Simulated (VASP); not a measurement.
Input of a VASP 6.6.1 run:

POSCAR

```
CaO
1.0
    0.0000000000      2.3975501103      2.3975501103
    2.3975501103      0.0000000000      2.3975501103
    2.3975501103      2.3975501103      0.0000000000
Ca O
1 1
Direct
    0.0000000000      0.0000000000      0.0000000000
    0.5000000000      0.5000000000      0.5000000000
```

INCAR.step1

```
  PREC = Accurate
  ENCUT = 520
  EDIFF = 1E-5
  ISMEAR = 0
  SIGMA = 0.01
  LREAL = F
  LASPH = T
  NELM = 100
  ALGO = Normal
  ISIF = 2
  LWAVE = T
  LCHARG = F
  GGA = PE
  NBANDS = 15
```

The input INCAR.step2:

```
  PREC = Accurate
  ENCUT = 520
  EDIFF = 1E-6
  ISMEAR = 0
  SIGMA = 0.01
  LREAL = F
  LASPH = T
  NELM = 100
  ALGO = Normal
  ISIF = 2
  LWAVE = F
  LCHARG = F
  GGA = PE
  LHFCALC = T
  HFSCREEN = 0.2079
  PRECFOCK = Normal
  ISTART = 1
  NBANDS = 15
```

File KPOINTS:

```
Automatic mesh
0
Gamma
  6 6 6
```

Potentials or basis: VASP PAW PBE potentials, release 64 (Ca_sv, O).

The run is started by

```console
$ cat potpaw_PBE.64/Ca_sv/POTCAR potpaw_PBE.64/O/POTCAR > POTCAR
$ cp INCAR.step1 INCAR
$ mpirun -np 1 vasp_std > vasp.out
$ cp INCAR.step2 INCAR
$ mpirun -np 1 vasp_std > vasp.out
```

Q: What does it give for the band gap on the k mesh?

A: 5.29 eV (least direct gap 5.72 eV).

Q: Estimate the pressure.

A: 1.0 GPa.

Caveat: the PAW data sets were made with another functional, which shifts forces and pressure a little. A k mesh can miss the band edges.
